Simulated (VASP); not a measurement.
# TiC (Fm-3m) in VASP: a series of runs

Runs on TiC. Level: PBE. Tasks: single point, relaxation of cell and atoms.

Everything below comes from runs of VASP 6.6.1. Logs are shortened: lines on timing, memory, paths and dates and some standing lists are left out, and cuts for length are marked.

## Step 1: The cell of the first run

It takes space group Fm-3m (No. 225, cubic). Conventional cell: a = 4.333 Å, b = 4.333 Å, c = 4.333 Å, α = 90.00°, β = 90.00°, γ = 90.00°. Ti (site symmetry m-3m) has 6 C at 2.17 Å within 2.9 Å. Within 2.9 Å of C (site symmetry m-3m) lie 6 Ti at 2.17 Å.

## Step 2: Single point, PBE

INCAR reads:

```
  ALGO = Normal
  EDIFF = 1E-6
  ENCUT = 520
  GGA = PE
  ISIF = 2
  ISMEAR = 0
  LASPH = T
  LCHARG = F
  LREAL = F
  LWAVE = F
  NBANDS = 15
  NELM = 80
  PREC = Accurate
  SIGMA = 0.1
```

KPOINTS reads:

```
k-points
0
Gamma
  22 22 22
```

POSCAR reads:

```
TiC
1.0
    0.0000000000      2.1664017924      2.1664017924
    2.1664017924      0.0000000000      2.1664017924
    2.1664017924      2.1664017924      0.0000000000
Ti C
1 1
Direct
    0.5000000000      0.5000000000      0.5000000000
    0.0000000000      0.0000000000      0.0000000000
```

Potentials or basis: VASP PAW PBE potentials, release 64 (Ti_sv, C).

Launch:

```console
> cat potpaw_PBE.64/Ti_sv/POTCAR potpaw_PBE.64/C/POTCAR > POTCAR
> mpirun -np 1 vasp_std > vasp.out
```

OUTCAR:

```text
EDIFF = 1E-6
   ENCUT = 520
   GGA = PE
   ISIF = 2
   ISMEAR = 0
   LASPH = T
   LREAL = F
   NELM = 80
   PREC = Accurate

 ion  position               nearest neighbor table
   1  0.500  0.500  0.500-   2 2.17   2 2.17   2 2.17   2 2.17   2 2.17   2 2.17
   2  0.000  0.000  0.000-   1 2.17   1 2.17   1 2.17   1 2.17   1 2.17   1 2.17

  LATTYP: Found a face centered cubic cell.
 ALAT       =     4.3328035848

  Lattice vectors:

 A1 = (   0.0000000000,   2.1664017924,   2.1664017924)
 A2 = (   2.1664017924,   0.0000000000,   2.1664017924)
 A3 = (   2.1664017924,   2.1664017924,   0.0000000000)

Analysis of symmetry for initial positions (statically):
=====================================================================
 Subroutine PRICEL returns:
 Original cell was already a primitive cell.

 Routine SETGRP: Setting up the symmetry group for a
 face centered cubic supercell.

 Subroutine GETGRP returns: Found 48 space group operations
 (whereof 48 operations were pure point group operations)
 out of a pool of 48 trial point group operations.

The static configuration has the point symmetry O_h .

Analysis of symmetry for dynamics (positions and initial velocities):
=====================================================================
 Subroutine PRICEL returns:
 Original cell was already a primitive cell.

 Routine SETGRP: Setting up the symmetry group for a
 face centered cubic supercell.

 Subroutine GETGRP returns: Found 48 space group operations
 (whereof 48 operations were pure point group operations)
 out of a pool of 48 trial point group operations.

The dynamic configuration has the point symmetry O_h .

 Subroutine INISYM returns: Found 48 space group operations
 (whereof 48 operations are pure point group operations),
 and found     1 'primitive' translations

----------------------------------------------------------------------------------------

                                     Primitive cell

  volume of cell :      20.3351

  direct lattice vectors                    reciprocal lattice vectors
     0.000000000  2.166401792  2.166401792    -0.230797446  0.230797446  0.230797446
     2.166401792  0.000000000  2.166401792     0.230797446 -0.230797446  0.230797446
     2.166401792  2.166401792  0.000000000     0.230797446  0.230797446 -0.230797446

  length of vectors
     3.063754796  3.063754796  3.063754796     0.399752902  0.399752902  0.399752902

  position of ions in fractional coordinates (direct lattice)
     0.500000000  0.500000000  0.500000000
     0.000000000  0.000000000  0.000000000

  ion indices of the primitive-cell ions
   primitive index   ion index
                 1           1
                 2           2

----------------------------------------------------------------------------------------

 KPOINTS: k-points

Automatic generation of k-mesh.
 Grid dimensions read from file:
 generate k-points for:   22   22   22

 Generating k-lattice:

  Cartesian coordinates                     Fractional coordinates (reciprocal lattice)
    -0.010490793  0.010490793  0.010490793     0.045454545  0.000000000  0.000000000
     0.010490793 -0.010490793  0.010490793     0.000000000  0.045454545  0.000000000
     0.010490793  0.010490793 -0.010490793     0.000000000  0.000000000  0.045454545

  Length of vectors
     0.018170586  0.018170586  0.018170586

  Shift w.r.t. Gamma in fractional coordinates (k-lattice)
     0.000000000  0.000000000  0.000000000

 Subroutine IBZKPT returns following result:
 ===========================================

 Found    328 irreducible k-points:

 Following reciprocal coordinates:
            Coordinates               Weight
  0.000000  0.000000  0.000000      1.000000
  0.045455  0.000000  0.000000      8.000000
  0.090909  0.000000  0.000000      8.000000
  0.136364  0.000000  0.000000      8.000000
  0.181818  0.000000  0.000000      8.000000
  0.227273  0.000000  0.000000      8.000000
[... 16 lines left out ...]
  0.500000  0.045455  0.000000     24.000000
 -0.454545  0.045455  0.000000     24.000000
 [... further k-points ...]
   k-points           NKPTS =    328   k-points in BZ     NKDIM =    328   number of bands    NBANDS=     15
   number of dos      NEDOS =    301   number of ions     NIONS =      2
   total plane-waves  NPLWV =  13824
   dimension x,y,z NGX =    24 NGY =   24 NGZ =   24
   dimension x,y,z NGXF=    48 NGYF=   48 NGZF=   48
   ions per type =               1   1
   NGX,Y,Z   is equivalent  to a cutoff of  13.02, 13.02, 13.02 a.u.
   NGXF,Y,Z  is equivalent  to a cutoff of  26.05, 26.05, 26.05 a.u.
 SYSTEM =  unknown system
   PREC   = accura    normal or accurate (medium, high low for compatibility)
   ISTART =      0    job   : 0-new  1-cont  2-samecut
   ICHARG =      2    charge: 1-file 2-atom 10-const
   ISPIN  =      1    spin polarized calculation?
   LNONCOLLINEAR =      F non collinear calculations
   LSORBIT =      F    spin-orbit coupling
   LASPH  =      T    aspherical Exc in radial PAW
   ENCUT  =  520.0 eV  38.22 Ry    6.18 a.u.   5.70  5.70  5.70*2*pi/ulx,y,z
   NELM   =     80;   NELMIN=  2; NELMDL= -5     # of ELM steps
   EDIFF  = 0.1E-05   stopping-criterion for ELM
   LREAL  =      F    real-space projection
   EDIFFG = 0.1E-04   stopping-criterion for IOM
   NSW    =      0    number of steps for IOM
   IBRION =     -1    ionic relax: 0-MD 1-quasi-New 2-CG
   NFREE  =      0    steps in history (QN), initial steepest desc. (CG)
   ISIF   =      2    stress and relaxation
   ISYM   =      2    0-nonsym 1-usesym 2-fastsym
   POTIM  = 0.5000    time-step for ionic-motion
   TEBEG  =    0.0;   TEEND  =   0.0 temperature during run
   PSTRESS=    0.0 pullay stress
   NELECT =      16.0000    total number of electrons
   NUPDOWN=      -1.0000    fix difference up-down
   EMIN   =  10.00;   EMAX   =-10.00  energy-range for DOS
   EFERMI =   0.00;   METHOD = LEGACY
   ISMEAR =     0;   SIGMA  =   0.10  broadening in eV -4-tet -1-fermi 0-gaus
   EFERMI_NEDOS =   21; number of points for ismear=-14 and -15
   IALGO  =     38    algorithm
   IMIX   =      4    mixing-type and parameters
     AMIX     =   0.40;   BMIX     =  1.00
     AMIX_MAG =   1.60;   BMIX_MAG =  1.00
  volume/ion in A,a.u.               =      10.17        68.61
  Fermi-wavevector in a.u.,A,eV,Ry     =   1.511353  2.856042 31.078250  2.284187
  Thomas-Fermi vector in A             =   2.621421
   LORBIT       =      0    0 simple, 1 ext, 2 COOP (PROOUT), +10 PAW based schemes
   GGA     = PE    functional components
   LHFCALC =     F    Hartree Fock is set to
   AEXX    =    0.0000 exact exchange contribution
   IVDW    =     0    specifies the selected vdW correction
   LEPSILON=     F    determine dielectric tensor
   LRPA    =     F    only Hartree local field effects (RPA)
 non-spin polarized calculation
 Gauss-broadening in eV      SIGMA  =   0.10
  energy-cutoff  :      520.00
  volume of cell :       20.34
 maximum number of plane-waves:       568
   NGX = 11   NGY = 11   NGZ = 11

 number of electron      16.0000000 magnetization

 Free energy of the ion-electron system (eV)
  ---------------------------------------------------
  ext. energy  EPLUGINS =         0.00000000
  ---------------------------------------------------
  free energy    TOTEN  =       -18.71017709 eV

  energy without entropy =      -18.70881753  energy(sigma->0) =      -18.70949731

 E-fermi :   9.3958     XC(G=0): -12.6928

 val. band max:        9.3799995144   @ k =   0.4545   0.4091   0.0000
 cond. band min:       9.4049377156   @ k =   0.3636   0.3182   0.0455
 fundamental gap:      0.0249382011
 Fermi energy:         9.3958100387

 k-point     1 :       0.0000    0.0000    0.0000
  band No.  band energies     occupation
      1     -47.1904      2.00000
      2     -23.2150      2.00000
      3     -23.2150      2.00000
      4     -23.2150      2.00000
      5      -2.9911      2.00000
      6      10.0945      0.00000
      7      10.0945      0.00000
      8      10.0945      0.00000
      9      11.0776      0.00000
     10      11.0776      0.00000
     11      11.0776      0.00000
     12      11.1121      0.00000
     13      11.1121      0.00000
     14      19.8698      0.00000
     15      23.4296      0.00000

 k-point     2 :       0.0455    0.0000    0.0000
  band No.  band energies     occupation
      1     -47.1889      2.00000
      2     -23.2254      2.00000
      3     -23.2159      2.00000
      4     -23.2159      2.00000
      5      -2.9442      2.00000
      6       9.8379      0.00000
      7      10.0149      0.00000
      8      10.0149      0.00000
      9      10.5208      0.00000
     10      10.5208      0.00000
     11      11.2242      0.00000
     12      11.8167      0.00000
     13      11.8167      0.00000
     14      19.9568      0.00000
     15      23.4508      0.00000

 k-point     3 :       0.0909    0.0000    0.0000
  band No.  band energies     occupation
      1     -47.1847      2.00000
      2     -23.2556      2.00000
      3     -23.2188      2.00000
      4     -23.2188      2.00000
      5      -2.8052      2.00000
      6       9.2807      1.89634
      7       9.5567      0.02292
      8       9.5567      0.02292
      9      10.4190      0.00000
     10      10.4190      0.00000
     11      11.4713      0.00000
     12      12.5784      0.00000
     13      12.5784      0.00000
     14      20.1922      0.00000
     15      23.4847      0.00000

 k-point     4 :       0.1364    0.0000    0.0000
  band No.  band energies     occupation
      1     -47.1780      2.00000
      2     -23.3030      2.00000
      3     -23.2233      2.00000
      4     -23.2233      2.00000
      5      -2.5787      2.00000
      6       8.5944      2.00000
      7       8.9736      2.00000
      8       8.9736      2.00000
      9      10.5513      0.00000
     10      10.5513      0.00000
     11      11.6986      0.00000
     12      13.3542      0.00000
     13      13.3542      0.00000
     14      20.4965      0.00000
     15      23.4770      0.00000
[... 307 lines left out ...]
 k-point    22 :       0.4545    0.0455    0.0000
  band No.  band energies     occupation
      1     -47.1198      2.00000
      2     -23.6885      2.00000
      3     -23.2657      2.00000
      4     -23.2653      2.00000
      5       0.2212      2.00000
      6       3.9110      2.00000
      7       6.5474      2.00000
      8       6.6385      2.00000
      9      12.1121      0.00000
     10      12.2864      0.00000
     11      13.3364      0.00000
     12      17.1501      0.00000
     13      17.3068      0.00000
     14      18.1837      0.00000
     15      24.4331      0.00000

 k-point    23 :       0.5000    0.0455    0.0000
  band No.  band energies     occupation
      1     -47.1174      2.00000
      2     -23.7042      2.00000
      3     -23.2690      2.00000
      4     -23.2653      2.00000
      5       0.4483      2.00000
      6       3.6367      2.00000
      7       6.5038      2.00000
      8       6.5469      2.00000
      9      12.2557      0.00000
     10      12.3221      0.00000
     11      13.4609      0.00000
     12      17.2697      0.00000
     13      17.4217      0.00000
     14      17.9854      0.00000
     15      24.2310      0.00000

 k-point    24 :      -0.4545    0.0455    0.0000
  band No.  band energies     occupation
      1     -47.1179      2.00000
      2     -23.7010      2.00000
      3     -23.2707      2.00000
      4     -23.2629      2.00000
      5       0.4007      2.00000
      6       3.6936      2.00000
      7       6.5351      2.00000
      8       6.5405      2.00000
      9      12.2527      0.00000
     10      12.2927      0.00000
     11      13.4327      0.00000
     12      17.1740      0.00000
     13      17.5222      0.00000
     14      17.9743      0.00000
     15      24.2640      0.00000

 [... further k-points ...]
[... 5 lines left out ...]
  --------------------------------------------------------------------------------------
  -------------------------------------------------------------------------------------
  Total        0.0252834      0.0252834      0.0252834      0.0000000      0.0000000      0.0000000
  in kB        1.9920427      1.9920427      1.9920427      0.0000000      0.0000000      0.0000000
  external PRESSURE =       1.9920427 kB  Pullay stress =       0.0000000 kB

 VOLUME and BASIS-vectors are now :
 -----------------------------------------------------------------------------
  energy-cutoff  :      520.00
  volume of cell :       20.34
      direct lattice vectors                 reciprocal lattice vectors
     0.000000000  2.166401792  2.166401792    -0.230797446  0.230797446  0.230797446
     2.166401792  0.000000000  2.166401792     0.230797446 -0.230797446  0.230797446
     2.166401792  2.166401792  0.000000000     0.230797446  0.230797446 -0.230797446

 POSITION                                       TOTAL-FORCE (eV/Angst)
 -----------------------------------------------------------------------------------
      2.16640      2.16640      2.16640         0.000000      0.000000      0.000000
      0.00000      0.00000      0.00000         0.000000      0.000000      0.000000
 -----------------------------------------------------------------------------------
    total drift:                               -0.000000     -0.000000      0.000000

  FREE ENERGIE OF THE ION-ELECTRON SYSTEM (eV)
  ---------------------------------------------------
  free  energy   TOTEN  =       -18.7101770921 eV

  energy  without entropy=      -18.7088175322  energy(sigma->0) =      -18.70949731
```

Wall time 2.7 min (1 thread of AMD EPYC 7R43 (Zen 3), shared host); peak memory 0.18 GiB.

What came out:

```yaml
Free_energy: -18.7102 eV
Pressure: 0.2 GPa
Band_gap_on_the_k_mesh: zero (band 8 reaches 10.09 eV, above the bottom of band 9 at 8.99 eV)
```

Levels at points of the mesh, in eV from the Fermi level:
```
           k point  band 6  band 7  band 8  band 9  band 10  band 11
(0.00, 0.00, 0.00)    0.70    0.70    0.70    1.68     1.68     1.68
(0.50, 0.00, 0.00)   -5.83   -2.88   -2.88    2.92     2.92     4.10
(0.50, 0.50, 0.00)   -3.42   -1.61   -0.03   -0.03     2.71     3.52
```

(Part 1 of 2 ends here.)
